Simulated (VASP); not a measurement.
# H6C in VASP: notebook

The runs below take H6C through single point, with PBE.

All numbers are computed with VASP 6.6.1; they aren't measurements. Logs are shortened: lines on timing, memory, paths and dates and some standing lists are left out, and cuts for length are marked.

### 1 The cell of the first run

The cell holds an amorphous packing of atoms, 21 atoms: a = 6.066 Å, b = 6.066 Å, c = 6.066 Å, α = 90.00°, β = 90.00°, γ = 90.00°.

### 2 Single point, PBE

The input, INCAR:

```
PREC = Accurate
ENCUT = 520
EDIFF = 1E-6
ISMEAR = -1
SIGMA = 0.02
LREAL = Auto
LASPH = T
NELM = 80
ALGO = Normal
ISIF = 2
LWAVE = F
LCHARG = F
GGA = PE
NBANDS = 31
```

The input, KPOINTS:

```
regular mesh
0
Gamma
  1 1 1
```

The input, POSCAR:

```
H6C
1.0
    6.0659390000      0.0000000000      0.0000000000
    0.0000000000      6.0659390000      0.0000000000
    0.0000000000      0.0000000000      6.0659390000
H C
18 3
Direct
    0.8560092675      0.9496139015      0.1402585816
    0.8934643095      0.9677644302      0.2536293227
    0.3642469863      0.4702487117      0.9702702253
    0.4226715765      0.5547038966      0.9044931049
    0.9550541145      0.4026252160      0.4930151787
    0.8821222897      0.4359094280      0.4013228620
    0.2262469174      0.9701713123      0.2781597375
    0.2794456060      1.1577267757      0.0705249426
    0.2607675415      0.8926894913     -0.0100726367
    0.5025932506      0.9846455759      0.1524908180
    0.5703156593      0.5274039188      0.3470031598
    0.2744010449      0.4724412824      0.3573725354
    0.3973333725      0.6859943695      0.5233484873
    0.4556425642      0.3917447900      0.5691451892
    0.9429043055     -0.2121188492      0.5510111460
    1.0010486423      0.0787347186      0.6061880939
    0.8899858703     -0.0872742044      0.8095531459
    0.7220481446     -0.0236566837      0.5895212596
    0.3202966598      0.9916354253      0.1271526140
    0.4227210330      0.5225406982      0.4508782564
    0.8907442030     -0.0625294781      0.6293996692
```

Potentials or basis: VASP PAW PBE potentials, release 64 (H, C).

Launch:

```sh
$ cat potpaw_PBE.64/H/POTCAR potpaw_PBE.64/C/POTCAR > POTCAR
$ mpirun -np 1 vasp_gam > vasp.out
```

OUTCAR:

```text
PREC = Accurate
   ENCUT = 520
   EDIFF = 1E-6
   ISMEAR = -1
   LREAL = Auto
   LASPH = T
   NELM = 80
   ISIF = 2
   GGA = PE

 ion  position               nearest neighbor table
   1  0.856  0.950  0.140-   2 0.73
   2  0.893  0.968  0.254-   1 0.73
   3  0.364  0.470  0.970-   4 0.74
   4  0.423  0.555  0.904-   3 0.74
   5  0.955  0.403  0.493-   6 0.74
   6  0.882  0.436  0.401-   5 0.74
[... 10 lines left out ...]
  17  0.890  0.913  0.810-  21 1.10
  18  0.722  0.976  0.590-  21 1.08
  19  0.320  0.992  0.127-   7 1.09   9 1.09   8 1.09  10 1.12
  20  0.423  0.523  0.451-  14 1.09  11 1.10  13 1.10  12 1.11
  21  0.891  0.937  0.629-  15 1.07  18 1.08  16 1.10  17 1.10

  LATTYP: Found a simple cubic cell.
 ALAT       =     6.0659390000

  Lattice vectors:

 A1 = (   6.0659390000,   0.0000000000,   0.0000000000)
 A2 = (   0.0000000000,   6.0659390000,   0.0000000000)
 A3 = (   0.0000000000,   0.0000000000,   6.0659390000)

Analysis of symmetry for initial positions (statically):
=====================================================================
 Subroutine PRICEL returns:
 Original cell was already a primitive cell.

 Routine SETGRP: Setting up the symmetry group for a
 simple cubic supercell.

 Subroutine GETGRP returns: Found  1 space group operations
 (whereof  1 operations were pure point group operations)
 out of a pool of 48 trial point group operations.

The static configuration has the point symmetry C_1 .

Analysis of symmetry for dynamics (positions and initial velocities):
=====================================================================
 Subroutine PRICEL returns:
 Original cell was already a primitive cell.

 Routine SETGRP: Setting up the symmetry group for a
 simple cubic supercell.

 Subroutine GETGRP returns: Found  1 space group operations
 (whereof  1 operations were pure point group operations)
 out of a pool of 48 trial point group operations.

The dynamic configuration has the point symmetry C_1 .

 Subroutine INISYM returns: Found  1 space group operations
 (whereof  1 operations are pure point group operations),
 and found     1 'primitive' translations

----------------------------------------------------------------------------------------

                                     Primitive cell

  volume of cell :     223.2000

  direct lattice vectors                    reciprocal lattice vectors
     6.065939000  0.000000000  0.000000000     0.164854938  0.000000000  0.000000000
     0.000000000  6.065939000  0.000000000     0.000000000  0.164854938  0.000000000
     0.000000000  0.000000000  6.065939000     0.000000000  0.000000000  0.164854938

  length of vectors
     6.065939000  6.065939000  6.065939000     0.164854938  0.164854938  0.164854938

  position of ions in fractional coordinates (direct lattice)
     0.856009267  0.949613902  0.140258582
     0.893464309  0.967764430  0.253629323
     0.364246986  0.470248712  0.970270225
     0.422671577  0.554703897  0.904493105
     0.955054115  0.402625216  0.493015179
     0.882122290  0.435909428  0.401322862
[... 13 lines left out ...]
     0.422721033  0.522540698  0.450878256
     0.890744203  0.937470522  0.629399669

  ion indices of the primitive-cell ions
   primitive index   ion index
                 1           1
                 2           2
                 3           3
                 4           4
                 5           5
                 6           6
[... 13 lines left out ...]
                20          20
                21          21

----------------------------------------------------------------------------------------

 KPOINTS: regular mesh

Automatic generation of k-mesh.
 Grid dimensions read from file:
 generate k-points for:    1    1    1

 Generating k-lattice:

  Cartesian coordinates                     Fractional coordinates (reciprocal lattice)
     0.164854938  0.000000000  0.000000000     1.000000000  0.000000000  0.000000000
     0.000000000  0.164854938  0.000000000     0.000000000  1.000000000  0.000000000
     0.000000000  0.000000000  0.164854938     0.000000000  0.000000000  1.000000000

  Length of vectors
     0.164854938  0.164854938  0.164854938

  Shift w.r.t. Gamma in fractional coordinates (k-lattice)
     0.000000000  0.000000000  0.000000000

 Subroutine IBZKPT returns following result:
 ===========================================

 Found      1 irreducible k-points:

 Following reciprocal coordinates:
            Coordinates               Weight
  0.000000  0.000000  0.000000      1.000000
   k-points           NKPTS =      1   k-points in BZ     NKDIM =      1   number of bands    NBANDS=     31
   number of dos      NEDOS =    301   number of ions     NIONS =     21
   total plane-waves  NPLWV = 110592
   dimension x,y,z NGX =    48 NGY =   48 NGZ =   48
   dimension x,y,z NGXF=    96 NGYF=   96 NGZF=   96
   ions per type =              18   3
   NGX,Y,Z   is equivalent  to a cutoff of  13.16, 13.16, 13.16 a.u.
   NGXF,Y,Z  is equivalent  to a cutoff of  26.31, 26.31, 26.31 a.u.
 SYSTEM =  unknown system
   PREC   = accura    normal or accurate (medium, high low for compatibility)
   ISTART =      0    job   : 0-new  1-cont  2-samecut
   ICHARG =      2    charge: 1-file 2-atom 10-const
   ISPIN  =      1    spin polarized calculation?
   LNONCOLLINEAR =      F non collinear calculations
   LSORBIT =      F    spin-orbit coupling
   LASPH  =      T    aspherical Exc in radial PAW
   ENCUT  =  520.0 eV  38.22 Ry    6.18 a.u.  11.28 11.28 11.28*2*pi/ulx,y,z
   NELM   =     80;   NELMIN=  2; NELMDL= -5     # of ELM steps
   EDIFF  = 0.1E-05   stopping-criterion for ELM
   LREAL  =      T    real-space projection
   EDIFFG = 0.1E-04   stopping-criterion for IOM
   NSW    =      0    number of steps for IOM
   IBRION =     -1    ionic relax: 0-MD 1-quasi-New 2-CG
   NFREE  =      0    steps in history (QN), initial steepest desc. (CG)
   ISIF   =      2    stress and relaxation
   ISYM   =      2    0-nonsym 1-usesym 2-fastsym
   POTIM  = 0.5000    time-step for ionic-motion
   TEBEG  =    0.0;   TEEND  =   0.0 temperature during run
   PSTRESS=    0.0 pullay stress
   NELECT =      30.0000    total number of electrons
   NUPDOWN=      -1.0000    fix difference up-down
   EMIN   =  10.00;   EMAX   =-10.00  energy-range for DOS
   EFERMI =   0.00;   METHOD = LEGACY
   ISMEAR =    -1;   SIGMA  =   0.02  broadening in eV -4-tet -1-fermi 0-gaus
   EFERMI_NEDOS =   21; number of points for ismear=-14 and -15
   IALGO  =     38    algorithm
   IMIX   =      4    mixing-type and parameters
     AMIX     =   0.40;   BMIX     =  1.00
     AMIX_MAG =   1.60;   BMIX_MAG =  1.00
  volume/ion in A,a.u.               =      10.63        71.73
  Fermi-wavevector in a.u.,A,eV,Ry     =   0.838592  1.584708  9.568106  0.703236
  Thomas-Fermi vector in A             =   1.952671
   LORBIT       =      0    0 simple, 1 ext, 2 COOP (PROOUT), +10 PAW based schemes
   GGA     = PE    functional components
   LHFCALC =     F    Hartree Fock is set to
   AEXX    =    0.0000 exact exchange contribution
   IVDW    =     0    specifies the selected vdW correction
   LEPSILON=     F    determine dielectric tensor
   LRPA    =     F    only Hartree local field effects (RPA)
 non-spin polarized calculation
  energy-cutoff  :      520.00
  volume of cell :      223.20
 maximum number of plane-waves:      3016
 NGX is ok and might be reduce to    48
   NGX = 23   NGY = 23   NGZ = 23

 number of electron      29.9999997 magnetization

 Free energy of the ion-electron system (eV)
  ---------------------------------------------------
  ext. energy  EPLUGINS =         0.00000000
  ---------------------------------------------------
  free energy    TOTEN  =       -92.57702636 eV

  energy without entropy =      -92.57702636  energy(sigma->0) =      -92.57702636

 E-fermi :  -6.1469     XC(G=0):  -5.8840

 val. band max:       -6.6470405482   @ k =   0.0000   0.0000   0.0000
 cond. band min:       1.6575630671   @ k =   0.0000   0.0000   0.0000
 fundamental gap:      8.3046036153
 Fermi energy:        -6.1469142902

 k-point     1 :       0.0000    0.0000    0.0000
  band No.  band energies     occupation
      1     -15.2822      2.00000
      2     -14.9475      2.00000
      3     -14.7315      2.00000
      4      -8.7200      2.00000
      5      -8.3977      2.00000
      6      -8.1762      2.00000
[... 19 lines left out ...]
     26       5.9526      0.00000
     27       6.2064      0.00000
 [bands above 27 left out]

------------------------ aborting loop because EDIFF is reached ----------------------------------------

  FORCE on cell =-STRESS in cart. coord.  units (eV):
  Direction    XX          YY          ZZ          XY          YZ          ZX
  --------------------------------------------------------------------------------------
  -------------------------------------------------------------------------------------
  Total       -0.2518105      1.8888509      1.7512680     -0.3074895     -0.7774144     -0.0190740
  in kB       -1.8075498     13.5585779     12.5709782     -2.2072259     -5.5804480     -0.1369173
  external PRESSURE =       8.1073354 kB  Pullay stress =       0.0000000 kB

 VOLUME and BASIS-vectors are now :
 -----------------------------------------------------------------------------
  energy-cutoff  :      520.00
  volume of cell :      223.20
      direct lattice vectors                 reciprocal lattice vectors
     6.065939000  0.000000000  0.000000000     0.164854938  0.000000000  0.000000000
     0.000000000  6.065939000  0.000000000     0.000000000  0.164854938  0.000000000
     0.000000000  0.000000000  6.065939000     0.000000000  0.000000000  0.164854938

 POSITION                                       TOTAL-FORCE (eV/Angst)
 -----------------------------------------------------------------------------------
      5.19250      5.76030      0.85080        -0.398290     -0.126355     -1.170622
      5.41970      5.87040      1.53850         0.185253      0.132740      0.855640
      2.20950      2.85250      5.88560        -0.220893     -0.382769      0.437680
      2.56390      3.36480      5.48660         0.223739      0.358674     -0.277813
      5.79330      2.44230      2.99060         0.387588     -0.070627      0.416259
      5.35090      2.64420      2.43440        -0.381589      0.217917     -0.355358
[... 13 lines left out ...]
      2.56420      3.16970      2.73500        -0.157907     -0.225019     -0.291386
      5.40320      5.68664      3.81790         0.003348      0.643097      1.087628
 -----------------------------------------------------------------------------------
    total drift:                                0.001774     -0.002014     -0.009958

  FREE ENERGIE OF THE ION-ELECTRON SYSTEM (eV)
  ---------------------------------------------------
  free  energy   TOTEN  =       -92.5770263584 eV

  energy  without entropy=      -92.5770263583  energy(sigma->0) =      -92.57702636
```

Run time: 14 s. Hardware: 1 thread of Intel Xeon 6975P-C (Granite Rapids), shared host; peak memory 0.29 GiB.

Results:

```
Free energy            : -92.5770 eV
Pressure               : 0.8 GPa
Largest force          : 1.264 eV/Å
Band gap on the k mesh : 8.30 eV
```

Forces in eV/Å, atoms in the order of the input:
```
H   -0.398 -0.126 -1.171
H    0.185  0.133  0.856
H   -0.221 -0.383  0.438
H    0.224  0.359 -0.278
H    0.388 -0.071  0.416
H   -0.382  0.218 -0.355
H    0.164 -0.433  0.150
H    0.151  0.511 -0.004
H    0.157 -0.638  0.169
H   -0.530 -0.239 -0.056
H   -0.088  0.100 -0.404
H    0.299  0.183 -0.099
H    0.014 -0.183  0.201
H   -0.097  0.034  0.517
H    0.355 -0.541 -0.408
H   -0.006 -0.137 -0.419
H    0.025 -0.228  0.369
H   -0.425  0.209 -0.407
C    0.339  0.815 -0.313
C   -0.158 -0.225 -0.291
C    0.003  0.643  1.088
```

Stress tensor (GPa, compression positive):
```
-0.18 -0.22 -0.01
-0.22  1.36 -0.56
-0.01 -0.56  1.26
```

Caveat: the k points lie up to 1.04 Å⁻¹ apart.

### 3 Single point, PBE

The input, INCAR:

```
SYSTEM = H6C
PREC = Accurate
ENCUT = 520
EDIFF = 1E-7
ISMEAR = -1
SIGMA = 0.02
LREAL = Auto
LASPH = .TRUE.
NELM = 100
ALGO = Normal
ISIF = 2
LWAVE = .FALSE.
LCHARG = .FALSE.
GGA = PE
NBANDS = 31
```

The input, KPOINTS:

```
regular mesh
0
G
  1 1 1
  0 0 0
```

The input, POSCAR:

```
H6C
1.0
    6.0659390000      0.0000000000      0.0000000000
    0.0000000000      6.0659390000      0.0000000000
    0.0000000000      0.0000000000      6.0659390000
H C
18 3
Direct
    0.8783306261      0.9208961712      0.0951212994
    0.8897385879      0.9242097555      0.2211858708
    0.4489329682      0.5412517337      1.0418172685
    0.4390911283      0.4610992626      0.9363595644
    0.9718363472      0.4751613889      0.4431630453
    0.8436616326      0.4764802284      0.4623686456
    0.2017329881      1.0097035265      0.1480232492
    0.4589561484      1.1470936322      0.0623316522
    0.3852000490      0.8729728406     -0.0387409105
    0.4468393105      0.9064713641      0.2414630282
    0.5444993759      0.5571107787      0.4625170151
    0.2592838471      0.5809817738      0.3603399243
    0.3182689440      0.5932634667      0.6505011013
    0.3561196379      0.3282426678      0.4995764052
    0.9191157379     -0.1825109023      0.4947626410
    0.9613680586      0.0938189454      0.5448620568
    0.9665939601     -0.0911977519      0.7655863338
    0.7126349276     -0.0309927284      0.6157826513
    0.3691926345      0.9937290830      0.1013857871
    0.3695553153      0.5122537500      0.4936581129
    0.8861117792     -0.0513852843      0.6124196105
```

Potentials or basis: VASP PAW PBE potentials, release 64 (H, C).

Launch:

```sh
$ cat potpaw_PBE.64/H/POTCAR potpaw_PBE.64/C/POTCAR > POTCAR
$ mpirun -np 1 vasp_gam > vasp.out
```

It took 16 s on 1 thread of Intel Xeon 6975P-C (Granite Rapids), shared host; peak memory 0.3 GiB.

It converged, with:

```yaml
Free_energy: -92.5721 eV
Pressure: -0.3 GPa
Largest_force: 2.465 eV/Å
Band_gap_on_the_k_mesh: 8.29 eV
```

Forces in eV/Å, atoms in the order of the input:
```
H   -0.078  0.053  0.050
H   -0.140  0.040 -0.353
H   -0.182 -0.802 -0.948
H    0.038  0.831  1.095
H   -0.739 -0.047  0.206
H    0.620 -0.054 -0.066
H   -1.307  0.522  0.021
H   -0.312 -0.142  0.086
H   -0.168  0.795  0.469
H    0.215  0.401 -0.109
H   -0.166 -0.060 -0.141
H    0.737 -0.412  0.391
H    0.166 -0.447 -0.266
H   -0.033  0.869  0.062
H    0.181 -0.421 -0.049
H    0.300  0.860 -0.222
H   -0.033 -0.202  0.902
H   -1.154  0.177  0.499
C    1.862 -1.524 -0.536
C   -0.468 -0.142 -0.214
C    0.661 -0.296 -0.879
```

Stress tensor (GPa, compression positive):
```
 0.63  0.13 -0.36
 0.13 -0.55 -0.69
-0.36 -0.69 -1.08
```

Levels at points of the mesh, in eV from the valence-band top:
```tsv
k point	band 12	band 13	band 14	band 15	band 16	band 17	band 18	band 19
(0.00, 0.00, 0.00)	-0.53	-0.33	-0.31	0.00	8.29	9.81	10.09	10.21
```

Caveat: the k points lie up to 1.04 Å⁻¹ apart.
